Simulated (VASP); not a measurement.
# SiO2 (I-42d) in VASP: a series of runs

The runs below take SiO2 through electric field gradients, dielectric tensor, with PBE.

Everything below comes from runs of VASP 6.6.1. Logs are shortened: lines on timing, memory, paths and dates and some standing lists are left out, and cuts for length are marked.

### Step 1. The cell of the first run

It takes space group I-42d (No. 122, tetragonal). Conventional cell: a = 4.955 Å, b = 4.955 Å, c = 7.311 Å, α = 90.00°, β = 90.00°, γ = 90.00°. Si (site symmetry -4) has 4 O at 1.61 Å within 2.1 Å. O (site symmetry 2) has 2 Si at 1.61 Å within 2.1 Å.

### Step 2. Electric field gradients, PBE

File INCAR:

```
SYSTEM = SiO2
  ALGO = Normal
  EDIFF = 1E-8
  ENCUT = 520
  GGA = PE
  ISIF = 2
  ISMEAR = -1
  LASPH = .TRUE.
  LCHARG = .FALSE.
  LEFG = .TRUE.
  LREAL = .FALSE.
  LWAVE = .FALSE.
  NBANDS = 25
  NELM = 100
  PREC = Accurate
  SIGMA = 0.02
```

File KPOINTS:

```
k-points
0
G
  5 5 5
  0 0 0
```

File POSCAR:

```
SiO2
1.0
   -2.4772904627      2.4772904627      3.6556712422
    2.4772904627     -2.4772904627      3.6556712422
    2.4772904627      2.4772904627     -3.6556712422
Si O
2 4
Direct
    0.0000000000      0.0000000000      0.0000000000
    0.7500000000      0.2500000000      0.5000000000
    0.3750000000      0.2217861300      0.3467861300
    0.9717861300      0.6250000000      0.8467861300
    0.7782138700      0.1250000000      0.1532138700
    0.8750000000      0.0282138700      0.6532138700
```

Potentials or basis: VASP PAW PBE potentials, release 64 (Si, O).

Run with:

```console
$ cat potpaw_PBE.64/Si/POTCAR potpaw_PBE.64/O/POTCAR > POTCAR
$ mpirun -np 1 vasp_std > vasp.out
```

OUTCAR:

```text
SYSTEM = SiO2
   EDIFF = 1E-8
   ENCUT = 520
   GGA = PE
   ISIF = 2
   ISMEAR = -1
   LASPH = .TRUE.
   LREAL = .FALSE.
   NELM = 100
   PREC = Accurate

 ion  position               nearest neighbor table
   1  0.000  0.000  0.000-   3 1.61   4 1.61   6 1.61   5 1.61   2 3.08   2 3.08   2 3.08   2 3.08

   2  0.750  0.250  0.500-   3 1.61   4 1.61   5 1.61   6 1.61   1 3.08   1 3.08   1 3.08   1 3.08

   3  0.375  0.222  0.347-   1 1.61   2 1.61
   4  0.972  0.625  0.847-   1 1.61   2 1.61
   5  0.778  0.125  0.153-   2 1.61   1 1.61
   6  0.875  0.028  0.653-   1 1.61   2 1.61

  LATTYP: Found a body centered tetragonal cell.
 ALAT       =     4.9545809254
 C/A-ratio  =     1.4756732395

  Lattice vectors:

 A1 = (  -2.4772904627,   2.4772904627,   3.6556712422)
 A2 = (   2.4772904627,  -2.4772904627,   3.6556712422)
 A3 = (   2.4772904627,   2.4772904627,  -3.6556712422)

Analysis of symmetry for initial positions (statically):
=====================================================================
 Subroutine PRICEL returns:
 Original cell was already a primitive cell.

 Routine SETGRP: Setting up the symmetry group for a
 body centered tetragonal supercell.

 Subroutine GETGRP returns: Found  8 space group operations
 (whereof  4 operations were pure point group operations)
 out of a pool of 16 trial point group operations.

The static configuration has the point symmetry S_4 .
 The point group associated with its full space group is D_2d.

Analysis of symmetry for dynamics (positions and initial velocities):
=====================================================================
 Subroutine PRICEL returns:
 Original cell was already a primitive cell.

 Routine SETGRP: Setting up the symmetry group for a
 body centered tetragonal supercell.

 Subroutine GETGRP returns: Found  8 space group operations
 (whereof  4 operations were pure point group operations)
 out of a pool of 16 trial point group operations.

The dynamic configuration has the point symmetry S_4 .
 The point group associated with its full space group is D_2d.

 Subroutine INISYM returns: Found  8 space group operations
 (whereof  4 operations are pure point group operations),
 and found     1 'primitive' translations

----------------------------------------------------------------------------------------

                                     Primitive cell

  volume of cell :      89.7390

  direct lattice vectors                    reciprocal lattice vectors
    -2.477290463  2.477290463  3.655671242     0.000000000  0.201833417  0.136773787
     2.477290463 -2.477290463  3.655671242     0.201833417  0.000000000  0.136773787
     2.477290463  2.477290463 -3.655671242     0.201833417  0.201833417  0.000000000

  length of vectors
     5.063385064  5.063385064  5.063385064     0.243810987  0.243810987  0.285435556

  position of ions in fractional coordinates (direct lattice)
     0.000000000  0.000000000  0.000000000
     0.750000000  0.250000000  0.500000000
     0.375000000  0.221786130  0.346786130
     0.971786130  0.625000000  0.846786130
     0.778213870  0.125000000  0.153213870
     0.875000000  0.028213870  0.653213870

  ion indices of the primitive-cell ions
   primitive index   ion index
                 1           1
                 2           2
                 3           3
                 4           4
                 5           5
                 6           6

----------------------------------------------------------------------------------------

 KPOINTS: k-points

Automatic generation of k-mesh.
 Grid dimensions read from file:
 generate k-points for:    5    5    5

 Generating k-lattice:

  Cartesian coordinates                     Fractional coordinates (reciprocal lattice)
     0.000000000  0.040366683  0.027354757     0.200000000 -0.000000000  0.000000000
     0.040366683  0.000000000  0.027354757    -0.000000000  0.200000000  0.000000000
     0.040366683  0.040366683  0.000000000     0.000000000  0.000000000  0.200000000

  Length of vectors
     0.048762197  0.048762197  0.057087111

  Shift w.r.t. Gamma in fractional coordinates (k-lattice)
     0.000000000  0.000000000  0.000000000

 Subroutine IBZKPT returns following result:
 ===========================================

 Found     18 irreducible k-points:

 Following reciprocal coordinates:
            Coordinates               Weight
  0.000000  0.000000  0.000000      1.000000
  0.200000  0.000000  0.000000      8.000000
  0.400000  0.000000  0.000000      8.000000
  0.200000  0.200000  0.000000      8.000000
  0.400000  0.200000  0.000000     16.000000
 -0.400000  0.200000  0.000000     16.000000
[... 10 lines left out ...]
 -0.400000  0.400000  0.400000      4.000000
 -0.400000 -0.400000  0.400000      2.000000
   k-points           NKPTS =     18   k-points in BZ     NKDIM =     18   number of bands    NBANDS=     25
   number of dos      NEDOS =    301   number of ions     NIONS =      6
   total plane-waves  NPLWV =  64000
   dimension x,y,z NGX =    40 NGY =   40 NGZ =   40
   dimension x,y,z NGXF=    80 NGYF=   80 NGZF=   80
   ions per type =               2   4
   NGX,Y,Z   is equivalent  to a cutoff of  13.13, 13.13, 13.13 a.u.
   NGXF,Y,Z  is equivalent  to a cutoff of  26.27, 26.27, 26.27 a.u.
 SYSTEM =  SiO2
   PREC   = accura    normal or accurate (medium, high low for compatibility)
   ISTART =      0    job   : 0-new  1-cont  2-samecut
   ICHARG =      2    charge: 1-file 2-atom 10-const
   ISPIN  =      1    spin polarized calculation?
   LNONCOLLINEAR =      F non collinear calculations
   LSORBIT =      F    spin-orbit coupling
   LASPH  =      T    aspherical Exc in radial PAW
   ENCUT  =  520.0 eV  38.22 Ry    6.18 a.u.   9.41  9.41  9.41*2*pi/ulx,y,z
   NELM   =    100;   NELMIN=  2; NELMDL= -5     # of ELM steps
   EDIFF  = 0.1E-07   stopping-criterion for ELM
   LREAL  =      F    real-space projection
   EDIFFG = 0.1E-06   stopping-criterion for IOM
   NSW    =      0    number of steps for IOM
   IBRION =     -1    ionic relax: 0-MD 1-quasi-New 2-CG
   NFREE  =      0    steps in history (QN), initial steepest desc. (CG)
   ISIF   =      2    stress and relaxation
   ISYM   =      2    0-nonsym 1-usesym 2-fastsym
   POTIM  = 0.5000    time-step for ionic-motion
   TEBEG  =    0.0;   TEEND  =   0.0 temperature during run
   PSTRESS=    0.0 pullay stress
   NELECT =      32.0000    total number of electrons
   NUPDOWN=      -1.0000    fix difference up-down
   EMIN   =  10.00;   EMAX   =-10.00  energy-range for DOS
   EFERMI =   0.00;   METHOD = LEGACY
   ISMEAR =    -1;   SIGMA  =   0.02  broadening in eV -4-tet -1-fermi 0-gaus
   EFERMI_NEDOS =   21; number of points for ismear=-14 and -15
   IALGO  =     38    algorithm
   IMIX   =      4    mixing-type and parameters
     AMIX     =   0.40;   BMIX     =  1.00
     AMIX_MAG =   1.60;   BMIX_MAG =  1.00
  volume/ion in A,a.u.               =      14.96       100.93
  Fermi-wavevector in a.u.,A,eV,Ry     =   1.160908  2.193798 18.336674  1.347708
  Thomas-Fermi vector in A             =   2.297486
   LORBIT       =      0    0 simple, 1 ext, 2 COOP (PROOUT), +10 PAW based schemes
   GGA     = PE    functional components
   LHFCALC =     F    Hartree Fock is set to
   AEXX    =    0.0000 exact exchange contribution
   IVDW    =     0    specifies the selected vdW correction
   LEPSILON=     F    determine dielectric tensor
   LRPA    =     F    only Hartree local field effects (RPA)
 non-spin polarized calculation
  energy-cutoff  :      520.00
  volume of cell :       89.74
 maximum number of plane-waves:      2445
 NGX is ok and might be reduce to    40
   NGX = 19   NGY = 19   NGZ = 19

 number of electron      32.0000000 magnetization

 Free energy of the ion-electron system (eV)
  ---------------------------------------------------
  ext. energy  EPLUGINS =         0.00000000
  ---------------------------------------------------
  free energy    TOTEN  =       -47.45087443 eV

  energy without entropy =      -47.45087443  energy(sigma->0) =      -47.45087443

 E-fermi :  -0.0285     XC(G=0):  -8.1711

 val. band max:       -0.4250339432   @ k =   0.0000   0.0000   0.0000
 cond. band min:       5.4994006157   @ k =   0.0000   0.0000   0.0000
 fundamental gap:      5.9244345589
 Fermi energy:        -0.0284714398

 k-point     1 :       0.0000    0.0000    0.0000
  band No.  band energies     occupation
      1     -19.6467      2.00000
      2     -17.5674      2.00000
      3     -17.5674      2.00000
      4     -17.5089      2.00000
      5      -9.6515      2.00000
      6      -5.9499      2.00000
[... 17 lines left out ...]
     24      12.6397      0.00000
     25      13.3194      0.00000

 k-point     2 :       0.2000    0.0000    0.0000
  band No.  band energies     occupation
      1     -19.5293      2.00000
      2     -17.7499      2.00000
      3     -17.5740      2.00000
      4     -17.5322      2.00000
      5      -9.3507      2.00000
      6      -6.0543      2.00000
[... 17 lines left out ...]
     24      12.6769      0.00000
     25      12.9815      0.00000

 k-point     3 :       0.4000    0.0000    0.0000
  band No.  band energies     occupation
      1     -19.2682      2.00000
      2     -18.1346      2.00000
      3     -17.5827      2.00000
      4     -17.5463      2.00000
      5      -8.7712      2.00000
      6      -6.3648      2.00000
[... 384 lines left out ...]
 k-point    17 :      -0.4000    0.4000    0.4000
  band No.  band energies     occupation
      1     -18.8222      2.00000
      2     -18.6328      2.00000
      3     -17.6015      2.00000
      4     -17.5929      2.00000
      5      -7.7312      2.00000
      6      -7.3055      2.00000
[... 17 lines left out ...]
     24      12.9782      0.00000
     25      13.0569      0.00000

 k-point    18 :      -0.4000   -0.4000    0.4000
  band No.  band energies     occupation
      1     -19.0334      2.00000
      2     -18.3942      2.00000
      3     -17.5977      2.00000
      4     -17.5977      2.00000
      5      -8.1320      2.00000
      6      -6.8941      2.00000
[... 17 lines left out ...]
     24      12.2799      0.00000
     25      13.3627      0.00000

------------------------ aborting loop because EDIFF is reached ----------------------------------------

  FORCE on cell =-STRESS in cart. coord.  units (eV):
  Direction    XX          YY          ZZ          XY          YZ          ZX
  --------------------------------------------------------------------------------------
  -------------------------------------------------------------------------------------
  Total        2.5728550      2.5728550      2.5243391      0.0000000      0.0000000      0.0000000
  in kB       45.9351263     45.9351263     45.0689351      0.0000000      0.0000000      0.0000000
  external PRESSURE =      45.6463959 kB  Pullay stress =       0.0000000 kB

 VOLUME and BASIS-vectors are now :
 -----------------------------------------------------------------------------
  energy-cutoff  :      520.00
  volume of cell :       89.74
      direct lattice vectors                 reciprocal lattice vectors
    -2.477290463  2.477290463  3.655671242     0.000000000  0.201833417  0.136773787
     2.477290463 -2.477290463  3.655671242     0.201833417  0.000000000  0.136773787
     2.477290463  2.477290463 -3.655671242     0.201833417  0.201833417  0.000000000

 POSITION                                       TOTAL-FORCE (eV/Angst)
 -----------------------------------------------------------------------------------
      0.00000      0.00000      0.00000        -0.000000     -0.000000      0.000000
      0.00000      2.47729      1.82784         0.000000     -0.000000     -0.000000
      0.47953      1.23865      0.91392         0.268348     -0.000000     -0.000000
      1.23865      2.95683      2.74175        -0.000000      0.268348     -0.000000
     -1.23865      1.99776      2.74175         0.000000     -0.268348      0.000000
     -0.47953      3.71594      0.91392        -0.268348      0.000000      0.000000
 -----------------------------------------------------------------------------------
    total drift:                                0.000002      0.000002      0.000001

  FREE ENERGIE OF THE ION-ELECTRON SYSTEM (eV)
  ---------------------------------------------------
  free  energy   TOTEN  =       -47.4508744299 eV

  energy  without entropy=      -47.4508744299  energy(sigma->0) =      -47.45087443

 Electric field gradients (V/A^2)
---------------------------------------------------------------------
 ion       V_xx      V_yy      V_zz      V_xy      V_xz      V_yz
---------------------------------------------------------------------
   1       0.242     0.242    -0.484    -0.000    -0.000    -0.000
   2       0.242     0.242    -0.484    -0.000    -0.000    -0.000
   3     -36.256    39.374    -3.119     0.001     0.001    66.760
   4      39.374   -36.256    -3.119     0.001    66.760     0.001
   5      39.375   -36.256    -3.119     0.002   -66.757     0.001
   6     -36.256    39.375    -3.119     0.002     0.001   -66.757
---------------------------------------------------------------------

 Electric field gradients after diagonalization (V/A^2)
 (convention: |V_zz| > |V_xx| > |V_yy|)
----------------------------------------------------------------------
 ion       V_xx      V_yy      V_zz     asymmetry (V_yy - V_xx)/ V_zz
----------------------------------------------------------------------
   1       0.242     0.242    -0.484       0.001
   2       0.242     0.242    -0.484       0.001
   3     -51.932   -36.256    88.188       0.178
   4     -51.932   -36.256    88.188       0.178
   5     -51.928   -36.256    88.184       0.178
   6     -51.928   -36.256    88.184       0.178
----------------------------------------------------------------------

           NMR quadrupolar parameters

 Cq : quadrupolar parameter    Cq=e*Q*V_zz/h
 eta: asymmetry parameters     (V_yy - V_xx)/ V_zz
 Q  : nuclear electric quadrupole moment in mb (millibarn)
----------------------------------------------------------------------
 ion       Cq(MHz)       eta       Q (mb)
----------------------------------------------------------------------
   1      -0.001       0.001       1.000
   2      -0.001       0.001       1.000
   3       0.213       0.178       1.000
   4       0.213       0.178       1.000
   5       0.213       0.178       1.000
   6       0.213       0.178       1.000
----------------------------------------------------------------------
```

Wall time 64 s (1 thread of AMD EPYC 7R13, shared host); peak memory 0.2 GiB.

What came out:

```
Free energy                             : -47.4509 eV
Pressure                                : 4.6 GPa
Largest force                           : 0.268 eV/Å
Band gap on the k mesh                  : 5.92 eV
Largest electric field gradient by atom : Si -0.5; O +88.2 V/Å²
```

Forces in eV/Å, atoms in the order of the input:
```
Si   0.000  0.000  0.000
Si   0.000  0.000  0.000
O    0.268  0.000  0.000
O    0.000  0.268  0.000
O    0.000 -0.268  0.000
O   -0.268  0.000  0.000
```

Stress tensor (GPa, compression positive):
```
4.59 0.00 0.00
0.00 4.59 0.00
0.00 0.00 4.51
```

Levels at points of the mesh, in eV from the valence-band top:
```csv
k point,band 13,band 14,band 15,band 16,band 17,band 18,band 19,band 20
"(0.00, 0.00, 0.00)",-1.55,-0.69,0.00,0.00,5.92,8.84,10.65,10.65
```

Electric field gradients, principal values (V/Å²):
| atom | least | middle | greatest (by size) |
| --- | --- | --- | --- |
| 1 Si | 0.242 | 0.242 | -0.484 |
| 2 Si | 0.242 | 0.242 | -0.484 |
| 3 O | -36.256 | -51.932 | 88.188 |
| 4 O | -36.256 | -51.932 | 88.188 |
| 5 O | -36.256 | -51.928 | 88.184 |
| 6 O | -36.256 | -51.928 | 88.184 |

Caveat: the cell stands under pressure; without QUAD_EFG the Cq values of the log hold for a quadrupole moment of 1 mb, not for the nuclei.

(Part 1 of 2 ends here.)
